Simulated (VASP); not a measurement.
Input of a VASP 6.6.1 run:

File INCAR:

```
SYSTEM = Si3Sb2
ALGO     = Normal         ! electronic algorithm
EDIFF    = 1E-6           ! SCF threshold, eV
EDIFFG   = -0.01          ! ionic threshold
ENCUT    = 600            ! plane-wave cutoff, eV
GGA      = PE             ! functional
IBRION   = 2              ! ionic algorithm
ISIF     = 3              ! what is computed and relaxed
ISMEAR   = 0              ! smearing method
LASPH    = .TRUE.         ! aspherical terms in the spheres
LCHARG   = .FALSE.        ! write CHGCAR
LREAL    = .FALSE.        ! projectors in reciprocal space
LWAVE    = .FALSE.        ! write WAVECAR
NELM     = 60             ! most SCF steps
NSW      = 100            ! ionic steps
PREC     = Accurate       ! precision mode
SIGMA    = 0.1            ! smearing width, eV
```

Contents of KPOINTS:

```
k-points
0
G
  6 6 6
  0 0 0
```

The input POSCAR:

```
Si3Sb2
1.0
    3.1652829081      1.8274769391      7.3447460430
   -3.1652829081      1.8274769391      7.3447460430
    0.0000000000     -3.6549538781      7.3447460430
Si Sb
6 4
Direct
    0.4796463205      0.0203536795      0.2500000000
    0.2500000000      0.4796463205      0.0203536795
    0.0203536795      0.2500000000      0.4796463205
    0.5203536795      0.9796463205      0.7500000000
    0.7500000000      0.5203536795      0.9796463205
    0.9796463205      0.7500000000      0.5203536795
    0.3663095309      0.3663095309      0.3663095309
    0.1336904691      0.1336904691      0.1336904691
    0.6336904691      0.6336904691      0.6336904691
    0.8663095309      0.8663095309      0.8663095309
```

Potentials or basis: VASP PAW PBE potentials, release 64 (Si, Sb).

The run is started by

```console
$ cat potpaw_PBE.64/Si/POTCAR potpaw_PBE.64/Sb/POTCAR > POTCAR
$ mpirun -np 1 vasp_std > vasp.out
```

Q: Estimate the space group after relaxing (to 0.1 Å).

A: R-3c (No. 167).

Q: Estimate the band gap on the k mesh.

A: Zero (bands 22 and 23 overlap by 0.45 eV).

Q: What does it give for the relaxed volume?

A: 25.63 Å³/atom.

Final structure:
```cif
data_structure
_symmetry_space_group_name_H-M 'P 1'
_symmetry_Int_Tables_number 1
_cell_length_a 8.2988
_cell_length_b 8.2988
_cell_length_c 8.2988
_cell_angle_alpha 44.600
_cell_angle_beta 44.600
_cell_angle_gamma 44.600
_cell_volume 256.26
loop_
_atom_site_label
_atom_site_type_symbol
_atom_site_fract_x
_atom_site_fract_y
_atom_site_fract_z
_atom_site_occupancy
Si1 Si 0.47852 0.02148 0.25000 1
Si2 Si 0.25000 0.47852 0.02148 1
Si3 Si 0.02148 0.25000 0.47852 1
Si4 Si 0.52148 0.97852 0.75000 1
Si5 Si 0.75000 0.52148 0.97852 1
Si6 Si 0.97852 0.75000 0.52148 1
Sb1 Sb 0.36726 0.36726 0.36726 1
Sb2 Sb 0.13274 0.13274 0.13274 1
Sb3 Sb 0.63274 0.63274 0.63274 1
Sb4 Sb 0.86726 0.86726 0.86726 1
```

Caveat: spin-orbit coupling is left out, which moves the levels of the heavy elements.
